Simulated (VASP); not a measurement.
# Sb (R-3m) in VASP: further runs

Runs on Sb. Level: r2SCAN. Tasks: single point.

All numbers are computed with VASP 6.6.1; they aren't measurements. Logs are shortened: lines on timing, memory, paths and dates and some standing lists are left out, and cuts for length are marked.

### 1 The cell of the first run

It takes space group R-3m (No. 166, trigonal). Conventional cell: a = 4.341 Å, b = 4.341 Å, c = 11.613 Å, α = 90.00°, β = 90.00°, γ = 120.00°. Sb (site symmetry 3m) has 6 Sb at 2.92 to 3.45 Å within 3.8 Å.

### 2 Single point, r2SCAN

POSCAR reads:

```
Sb
1.0
    2.1706020527      1.2531976795      3.8710910875
   -2.1706020527      1.2531976795      3.8710910875
    0.0000000000     -2.5063953589      3.8710910875
Sb
2
Direct
    0.2313018333      0.2313018333      0.2313018333
    0.7686981667      0.7686981667      0.7686981667
```

INCAR.step1 reads:

```
PREC = Accurate
ENCUT = 520
ISMEAR = 1
SIGMA = 0.6
LREAL = F
LASPH = T
NELM = 60
NBANDS = 12
GGA = PE
ALGO = Normal
EDIFF = 1E-4
LWAVE = T
LCHARG = F
```

INCAR.step2 reads:

```
PREC = Accurate
ENCUT = 520
EDIFF = 1E-7
ISMEAR = 1
SIGMA = 0.6
LREAL = F
LASPH = T
NELM = 60
ALGO = Normal
ISIF = 2
LWAVE = F
LCHARG = F
METAGGA = R2SCAN
LMIXTAU = T
NBANDS = 12
ISTART = 1
```

KPOINTS reads:

```
regular mesh
0
Gamma
  9 9 9
```

Potentials or basis: VASP PAW PBE potentials, release 64 (Sb).

Launch:

```bash
cat potpaw_PBE.64/Sb/POTCAR > POTCAR
cp INCAR.step1 INCAR
mpirun -np 1 vasp_std > vasp.out
cp INCAR.step2 INCAR
mpirun -np 1 vasp_std > vasp.out
```

OUTCAR:

```text
PREC = Accurate
   ENCUT = 520
   EDIFF = 1E-7
   ISMEAR = 1
   LREAL = F
   LASPH = T
   NELM = 60
   ISIF = 2
   METAGGA = R2SCAN
   ISTART = 1

 ion  position               nearest neighbor table
   1  0.231  0.231  0.231-   2 2.92   2 2.92   2 2.92   2 3.45   2 3.45   2 3.45
   2  0.769  0.769  0.769-   1 2.92   1 2.92   1 2.92   1 3.45   1 3.45   1 3.45

  LATTYP: Found a trigonal (rhomboedric) cell.
 ALAT       =     4.6116552238
 COS(alpha) =     0.5569255040

  Lattice vectors:

 A1 = (   2.1706020527,   1.2531976795,   3.8710910875)
 A2 = (  -2.1706020527,   1.2531976795,   3.8710910875)
 A3 = (   0.0000000000,  -2.5063953589,   3.8710910875)

Analysis of symmetry for initial positions (statically):
=====================================================================
 Subroutine PRICEL returns:
 Original cell was already a primitive cell.

 Routine SETGRP: Setting up the symmetry group for a
 trigonal (rhombohedral) supercell.

 Subroutine GETGRP returns: Found 12 space group operations
 (whereof 12 operations were pure point group operations)
 out of a pool of 12 trial point group operations.

The static configuration has the point symmetry D_3d.

Analysis of symmetry for dynamics (positions and initial velocities):
=====================================================================
 Subroutine PRICEL returns:
 Original cell was already a primitive cell.

 Routine SETGRP: Setting up the symmetry group for a
 trigonal (rhombohedral) supercell.

 Subroutine GETGRP returns: Found 12 space group operations
 (whereof 12 operations were pure point group operations)
 out of a pool of 12 trial point group operations.

The dynamic configuration has the point symmetry D_3d.

 Subroutine INISYM returns: Found 12 space group operations
 (whereof 12 operations are pure point group operations),
 and found     1 'primitive' translations

----------------------------------------------------------------------------------------

                                     Primitive cell

  volume of cell :      63.1807

  direct lattice vectors                    reciprocal lattice vectors
     2.170602053  1.253197679  3.871091087     0.230350837  0.132993118  0.086108367
    -2.170602053  1.253197679  3.871091087    -0.230350837  0.132993118  0.086108367
     0.000000000 -2.506395359  3.871091087     0.000000000 -0.265986236  0.086108367

  length of vectors
     4.611655224  4.611655224  4.611655224     0.279577053  0.279577053  0.279577053

  position of ions in fractional coordinates (direct lattice)
     0.231301833  0.231301833  0.231301833
     0.768698167  0.768698167  0.768698167

  ion indices of the primitive-cell ions
   primitive index   ion index
                 1           1
                 2           2

----------------------------------------------------------------------------------------

 KPOINTS: regular mesh

Automatic generation of k-mesh.
 Grid dimensions read from file:
 generate k-points for:    9    9    9

 Generating k-lattice:

  Cartesian coordinates                     Fractional coordinates (reciprocal lattice)
     0.025594537  0.014777013  0.009567596     0.111111111  0.000000000  0.000000000
    -0.025594537  0.014777013  0.009567596     0.000000000  0.111111111  0.000000000
     0.000000000 -0.029554026  0.009567596     0.000000000  0.000000000  0.111111111

  Length of vectors
     0.031064117  0.031064117  0.031064117

  Shift w.r.t. Gamma in fractional coordinates (k-lattice)
     0.000000000  0.000000000  0.000000000

 Subroutine IBZKPT returns following result:
 ===========================================

 Found     85 irreducible k-points:

 Following reciprocal coordinates:
            Coordinates               Weight
  0.000000  0.000000  0.000000      1.000000
  0.111111  0.000000  0.000000      6.000000
  0.222222  0.000000  0.000000      6.000000
  0.333333  0.000000  0.000000      6.000000
  0.444444  0.000000  0.000000      6.000000
  0.111111  0.111111  0.000000      6.000000
[... 16 lines left out ...]
 -0.333333  0.333333  0.000000      6.000000
  0.444444  0.444444  0.000000      6.000000
 [... further k-points ...]
   k-points           NKPTS =     85   k-points in BZ     NKDIM =     85   number of bands    NBANDS=     12
   number of dos      NEDOS =    301   number of ions     NIONS =      2
   total plane-waves  NPLWV =  46656
   dimension x,y,z NGX =    36 NGY =   36 NGZ =   36
   dimension x,y,z NGXF=    72 NGYF=   72 NGZF=   72
   ions per type =               2
   NGX,Y,Z   is equivalent  to a cutoff of  12.98, 12.98, 12.98 a.u.
   NGXF,Y,Z  is equivalent  to a cutoff of  25.96, 25.96, 25.96 a.u.
 SYSTEM =  unknown system
   PREC   = accura    normal or accurate (medium, high low for compatibility)
   ISTART =      1    job   : 0-new  1-cont  2-samecut
   ICHARG =      0    charge: 1-file 2-atom 10-const
   ISPIN  =      1    spin polarized calculation?
   LNONCOLLINEAR =      F non collinear calculations
   LSORBIT =      F    spin-orbit coupling
   LASPH  =      T    aspherical Exc in radial PAW
   ENCUT  =  520.0 eV  38.22 Ry    6.18 a.u.   8.57  8.57  8.57*2*pi/ulx,y,z
   NELM   =     60;   NELMIN=  2; NELMDL=  0     # of ELM steps
   EDIFF  = 0.1E-06   stopping-criterion for ELM
   LREAL  =      F    real-space projection
   EDIFFG = 0.1E-05   stopping-criterion for IOM
   NSW    =      0    number of steps for IOM
   IBRION =     -1    ionic relax: 0-MD 1-quasi-New 2-CG
   NFREE  =      0    steps in history (QN), initial steepest desc. (CG)
   ISIF   =      2    stress and relaxation
   ISYM   =      2    0-nonsym 1-usesym 2-fastsym
   POTIM  = 0.5000    time-step for ionic-motion
   TEBEG  =    0.0;   TEEND  =   0.0 temperature during run
   PSTRESS=    0.0 pullay stress
   NELECT =      10.0000    total number of electrons
   NUPDOWN=      -1.0000    fix difference up-down
   EMIN   =  10.00;   EMAX   =-10.00  energy-range for DOS
   EFERMI =   0.00;   METHOD = LEGACY
   ISMEAR =     1;   SIGMA  =   0.60  broadening in eV -4-tet -1-fermi 0-gaus
   EFERMI_NEDOS =   21; number of points for ismear=-14 and -15
   IALGO  =     38    algorithm
   IMIX   =      4    mixing-type and parameters
     AMIX     =   0.40;   BMIX     =  1.00
     AMIX_MAG =   1.60;   BMIX_MAG =  1.00
  volume/ion in A,a.u.               =      31.59       213.18
  Fermi-wavevector in a.u.,A,eV,Ry     =   0.885551  1.673448 10.669686  0.784200
  Thomas-Fermi vector in A             =   2.006599
   LORBIT       =      0    0 simple, 1 ext, 2 COOP (PROOUT), +10 PAW based schemes
   METAGGA = R2SCAN    functional components
   LHFCALC =     F    Hartree Fock is set to
   AEXX    =    0.0000 exact exchange contribution
   IVDW    =     0    specifies the selected vdW correction
   LEPSILON=     F    determine dielectric tensor
   LRPA    =     F    only Hartree local field effects (RPA)
 non-spin polarized calculation
 Methfessel and Paxton  Order N= 1 SIGMA  =   0.60
  energy-cutoff  :      520.00
  volume of cell :       63.18
 maximum number of plane-waves:      1715
   NGX = 17   NGY = 17   NGZ = 17

 number of electron      10.0000000 magnetization

 Free energy of the ion-electron system (eV)
  ---------------------------------------------------
  ext. energy  EPLUGINS =         0.00000000
  ---------------------------------------------------
  free energy    TOTEN  =       -51.38226147 eV

  energy without entropy =      -51.42601954  energy(sigma->0) =      -51.39684749

 E-fermi :   6.8336     XC(G=0):  -9.7782

 val. band max:        6.8012181319   @ k =   0.4444   0.0000   0.0000
 cond. band min:       7.0387810495   @ k =   0.4444   0.1111   0.1111
 fundamental gap:      0.2375629176
 Fermi energy:         6.8336052067

 k-point     1 :       0.0000    0.0000    0.0000
  band No.  band energies     occupation
      1      -6.3505      2.00000
      2       1.6547      2.00000
      3       4.4800      2.00000
      4       4.7950      2.00002
      5       4.7950      2.00002
      6       8.6132     -0.00023
      7       9.3497     -0.00000
      8       9.3497     -0.00000
      9      12.2969     -0.00000
     10      12.2969     -0.00000
     11      12.5213     -0.00000
     12      13.8827     -0.00000

 k-point     2 :       0.1111    0.0000    0.0000
  band No.  band energies     occupation
      1      -6.2120      2.00000
      2       1.0783      2.00000
      3       4.5210      2.00000
      4       4.7455      2.00001
      5       4.9742      2.00011
      6       8.6276     -0.00020
      7       9.0412     -0.00000
      8       9.0959     -0.00000
      9      11.7418     -0.00000
     10      12.1963     -0.00000
     11      12.3021     -0.00000
     12      14.7223     -0.00000

 k-point     3 :       0.2222    0.0000    0.0000
  band No.  band energies     occupation
      1      -5.8000      2.00000
      2      -0.1656      2.00000
      3       4.4908      2.00000
      4       4.6374      2.00000
      5       5.3973      2.00367
      6       8.1482     -0.00823
      7       8.4244     -0.00115
      8       8.4804     -0.00072
      9      11.8178     -0.00000
     10      12.3494     -0.00000
     11      12.8895     -0.00000
     12      16.4235     -0.00000
[... 286 lines left out ...]
 k-point    23 :      -0.3333    0.3333    0.0000
  band No.  band energies     occupation
      1      -3.2658      2.00000
      2      -3.1160      2.00000
      3       1.5991      2.00000
      4       3.8173      2.00000
      5       4.0471      2.00000
      6       8.9435     -0.00001
      7       9.2070     -0.00000
      8      12.0863     -0.00000
      9      12.2574     -0.00000
     10      13.5123     -0.00000
     11      14.9907     -0.00000
     12      17.2133     -0.00000

 k-point    24 :       0.4444    0.4444    0.0000
  band No.  band energies     occupation
      1      -4.1508      2.00000
      2      -1.5425      2.00000
      3       1.4863      2.00000
      4       2.9739      2.00000
      5       3.0230      2.00000
      6       8.4607     -0.00085
      7      11.5316     -0.00000
      8      12.4019     -0.00000
      9      13.1169     -0.00000
     10      15.5217     -0.00000
     11      16.7558     -0.00000
     12      17.6513     -0.00000

 [... further k-points ...]

------------------------ aborting loop because EDIFF is reached ----------------------------------------

  FORCE on cell =-STRESS in cart. coord.  units (eV):
  Direction    XX          YY          ZZ          XY          YZ          ZX
  --------------------------------------------------------------------------------------
  -------------------------------------------------------------------------------------
  Total        0.0303907      0.0303907      0.0062730      0.0000000      0.0000000      0.0000000
  in kB        0.7706662      0.7706662      0.1590754      0.0000000      0.0000000      0.0000000
  external PRESSURE =       0.5668026 kB  Pullay stress =       0.0000000 kB

 VOLUME and BASIS-vectors are now :
 -----------------------------------------------------------------------------
  energy-cutoff  :      520.00
  volume of cell :       63.18
      direct lattice vectors                 reciprocal lattice vectors
     2.170602053  1.253197679  3.871091087     0.230350837  0.132993118  0.086108367
    -2.170602053  1.253197679  3.871091087    -0.230350837  0.132993118  0.086108367
     0.000000000 -2.506395359  3.871091087     0.000000000 -0.265986236  0.086108367

 POSITION                                       TOTAL-FORCE (eV/Angst)
 -----------------------------------------------------------------------------------
      0.00000      0.00000      2.68617         0.000000      0.000000      0.039023
      0.00000      0.00000      8.92710         0.000000     -0.000000     -0.039023
 -----------------------------------------------------------------------------------
    total drift:                                0.000000     -0.000000      0.000000

  FREE ENERGIE OF THE ION-ELECTRON SYSTEM (eV)
  ---------------------------------------------------
  free  energy   TOTEN  =       -51.3822614686 eV

  energy  without entropy=      -51.4260195417  energy(sigma->0) =      -51.39684749
```

It took 6 min on 1 thread of Intel Xeon 8259CL, shared host; peak memory 0.24 GiB.

What came out:

* Free energy: -51.3823 eV
* Pressure: 0.1 GPa
* Largest force: 0.039 eV/Å

Forces on the atoms (eV/Å):
```
Sb   0.000  0.000  0.039
Sb   0.000  0.000 -0.039
```

Caveat: so wide a smearing shifts energies and pressures; the PAW data sets were made with another functional, which shifts forces and pressure a little; spin-orbit coupling is left out, which moves the levels of the heavy elements.

(Part 1 of 2 ends here.)
